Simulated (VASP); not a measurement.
# Au (Fm-3m) in VASP: further runs, part 2 of 2

VASP 6.6.1. Earlier steps stand in the parts before.

## 4. Single point, LDA, non-collinear spin, zero start, spin-orbit coupling

This run uses another cell than the first one, of 16.85 Å³/atom.

File INCAR:

```
PREC = Accurate
ENCUT = 540
EDIFF = 1E-6
ISMEAR = -1
SIGMA = 0.05
LREAL = False
LASPH = True
NELM = 200
ALGO = Normal
ISIF = 2
LWAVE = False
LCHARG = False
MAGMOM = 0 0 0
LORBIT = 11
LSORBIT = True
GGA_COMPAT = False
LORBMOM = True
LMAXMIX = 4
GGA = CA
NBANDS = 30
```

File KPOINTS:

```
regular mesh
0
Gamma
  11 11 11
```

File POSCAR:

```
Au
1.0
    0.0000000000      2.0350000000      2.0350000000
    2.0350000000      0.0000000000      2.0350000000
    2.0350000000      2.0350000000      0.0000000000
Au
1
Direct
    0.0000000000      0.0000000000      0.0000000000
```

Potentials or basis: VASP PAW LDA potentials, release 64 (Au_sv_GW).

Started as:

```bash
> cat potpaw_LDA.64/Au_sv_GW/POTCAR > POTCAR
> mpirun -np 1 vasp_ncl > vasp.out
```

OUTCAR:

```text
PREC = Accurate
   ENCUT = 540
   EDIFF = 1E-6
   ISMEAR = -1
   LREAL = False
   LASPH = True
   NELM = 200
   ISIF = 2
   LORBIT = 11
   LSORBIT = True
   GGA = CA

 ion  position               nearest neighbor table
   1  0.000  0.000  0.000-

  LATTYP: Found a face centered cubic cell.
 ALAT       =     4.0700000000

  Lattice vectors:

 A1 = (   0.0000000000,   2.0350000000,   2.0350000000)
 A2 = (   2.0350000000,   0.0000000000,   2.0350000000)
 A3 = (   2.0350000000,   2.0350000000,   0.0000000000)

Analysis of symmetry for initial positions (statically):
=====================================================================
 Subroutine PRICEL returns:
 Original cell was already a primitive cell.

[... 1038 lines left out ...]
            0.000   0.000   0.000   0.000

 Spin-Orbit-Coupling matrix elements

 Ion:    1  E_soc:     -5.8349917
 l=   1
     0.0000000    -0.8556671    -0.8556671
    -0.8556671     0.0000000    -0.8556671
    -0.8556671    -0.8556671     0.0000000
 l=   2
     0.0000000    -0.0243541     0.0000000    -0.0243541    -0.0924658
    -0.0243541     0.0000000    -0.0693494    -0.0243541    -0.0231165
     0.0000000    -0.0693494     0.0000000    -0.0693494     0.0000000
    -0.0243541    -0.0243541    -0.0693494     0.0000000    -0.0231165
    -0.0924658    -0.0231165     0.0000000    -0.0231165     0.0000000
 l=   3
     0.0000000    -0.0000013     0.0000000     0.0000000     0.0000000    -0.0000016    -0.0000064
    -0.0000013     0.0000000    -0.0000022     0.0000000    -0.0000022    -0.0000035    -0.0000013
     0.0000000    -0.0000022     0.0000000    -0.0000040    -0.0000017    -0.0000025     0.0000000
     0.0000000     0.0000000    -0.0000040     0.0000000    -0.0000040     0.0000000     0.0000000
     0.0000000    -0.0000022    -0.0000017    -0.0000040     0.0000000    -0.0000025     0.0000000
    -0.0000016    -0.0000035    -0.0000025     0.0000000    -0.0000025     0.0000000    -0.0000016
    -0.0000064    -0.0000013     0.0000000     0.0000000     0.0000000    -0.0000016     0.0000000

 total charge

# of ion       s       p       d       f       tot
--------------------------------------------------
    1        2.301   6.658   8.499   0.012  17.470

 magnetization (x)

# of ion       s       p       d       f       tot
--------------------------------------------------
    1        0.000  -0.000   0.000  -0.000  -0.000

 magnetization (y)

# of ion       s       p       d       f       tot
--------------------------------------------------
    1       -0.000  -0.000   0.000   0.000  -0.000

 magnetization (z)

# of ion       s       p       d       f       tot
--------------------------------------------------
    1       -0.000  -0.000   0.000  -0.000  -0.000
```

stdout:

```text
POSCAR found type information on POSCAR Au
 POSCAR found :  1 types and       1 ions
 scaLAPACK will be used
 LDA part: xc-table for (Slater(with rela. corr.)+CA(PZ))
 , standard interpolation
 POSCAR, INCAR and KPOINTS ok, starting setup
 FFT: planning ... GRIDC
 FFT: planning ... GRID_SOFT
 FFT: planning ... GRID
 WAVECAR not read
 entering main loop
```

It took 2 min on 1 thread of AMD EPYC 7R43 (Zen 3), shared host; peak memory 0.17 GiB.

Results:

| Item | Value |
| --- | --- |
| Free energy | -6.7204 eV |
| Pressure | -2.9 GPa |
| Net moment | 0.00 μB per cell |
| Valence electrons inside the program's atomic spheres | Au 17.47 |

Moments on the atoms (μB; x, y, z):
```
Au  0.00 0.00 0.00
```

## 5. Single point, B3LYP

This run uses another cell than the first one, of 15.84 Å³/atom.

File POSCAR:

```
Au
1.0
    0.0000000000      1.9934577312      1.9934577312
    1.9934577312      0.0000000000      1.9934577312
    1.9934577312      1.9934577312      0.0000000000
Au
1
Direct
    0.0000000000      0.0000000000      0.0000000000
```

File INCAR.step1:

```
  PREC = Accurate
  ENCUT = 520
  EDIFF = 1E-5
  ISMEAR = -1
  SIGMA = 0.05
  LREAL = False
  LASPH = True
  NELM = 80
  ALGO = Normal
  ISIF = 2
  LWAVE = True
  LCHARG = False
  GGA = PE
  NBANDS = 12
```

File INCAR.step2:

```
  PREC = Accurate
  ENCUT = 520
  EDIFF = 1E-7
  ISMEAR = -1
  SIGMA = 0.05
  LREAL = False
  LASPH = True
  NELM = 80
  ALGO = Normal
  ISIF = 2
  LWAVE = False
  LCHARG = False
  GGA = B3
  LHFCALC = True
  AEXX = 0.2
  AGGAX = 0.72
  AGGAC = 0.81
  ALDAC = 0.19
  PRECFOCK = Normal
  ISTART = 1
  NBANDS = 12
```

File KPOINTS:

```
regular mesh
0
Gamma
  6 6 6
```

Potentials or basis: VASP PAW PBE potentials, release 64 (Au).

Started as:

```bash
> cat potpaw_PBE.64/Au/POTCAR > POTCAR
> cp INCAR.step1 INCAR
> mpirun -np 1 vasp_std > vasp.out
> cp INCAR.step2 INCAR
> mpirun -np 1 vasp_std > vasp.out
```

Run time: 5.1 min. Hardware: 1 thread of AMD EPYC 9R45 (Zen 5), shared host; peak memory 0.13 GiB.

The run converged. Its results:

```
Free energy            : -2.5140 eV
Pressure               : 36.0 GPa
Band gap on the k mesh : zero (an odd number of electrons rules out a gap without spin polarisation)
```

Levels at points of the mesh, in eV from the Fermi level:
```
           k point  band 4  band 5  band 6  band 7  band 8  band 9
(0.00, 0.00, 0.00)   -6.21   -4.42   -4.42   15.99   20.43   20.43
(0.50, 0.00, 0.00)   -2.87   -2.87   -1.26    4.45   15.44   19.26
(0.50, 0.50, 0.00)   -2.43   -2.43    1.60    7.67   11.56   11.56
```

Caveat: the k points lie up to 0.45 Å⁻¹ apart, too coarse for converged energies and pressures of a metal; the PAW data sets were made with another functional, which shifts forces and pressure a little; spin-orbit coupling is left out, which moves the levels of the heavy elements.

## 6. Summary

| level | potentials or basis | spin | cell | k mesh | cutoff (eV) | grid for exact exchange (PRECFOCK) | share of exact exchange | screening parameter | gap on the mesh (eV) | pressure (GPa) |
| --- | --- | --- | --- | --- | --- | --- | --- | --- | --- | --- |
| HSE06 | VASP PAW PBE potentials, release 64 (Au) | off | a = 2.859 Å, angles 60.0°, 1 atom | 6 × 6 × 6 | 520 | Normal | 0.25 | 0.2079 1/Å | none | 12.5 |
| HSE06 | VASP PAW PBE potentials, release 64 (Au) | off | a = 2.878 Å, angles 60.0°, 1 atom | 6 × 6 × 6 | 520 | Normal | 0.25 | 0.2079 1/Å | none | 8.3 |
| LDA | VASP PAW LDA potentials, release 64 (Au_sv_GW) | non-collinear, zero start, SOC | a = 2.878 Å, angles 60.0°, 1 atom | 11 × 11 × 11 | 540 | - | - | - | - | -2.9 |
| B3LYP | VASP PAW PBE potentials, release 64 (Au) | off | a = 2.819 Å, angles 60.0°, 1 atom | 6 × 6 × 6 | 520 | Normal | 0.2 | - | none | 36.0 |

Alike in all rows: task single point; smearing fermi-dirac 0.05 eV.

Caveats: some runs use coarse meshes; the PAW data sets were made with another functional, which shifts forces and pressure a little (at least some runs); spin-orbit coupling is left out, which moves the levels of the heavy elements (at least some runs).

Absolute energies hang on the potentials; compare differences alone.
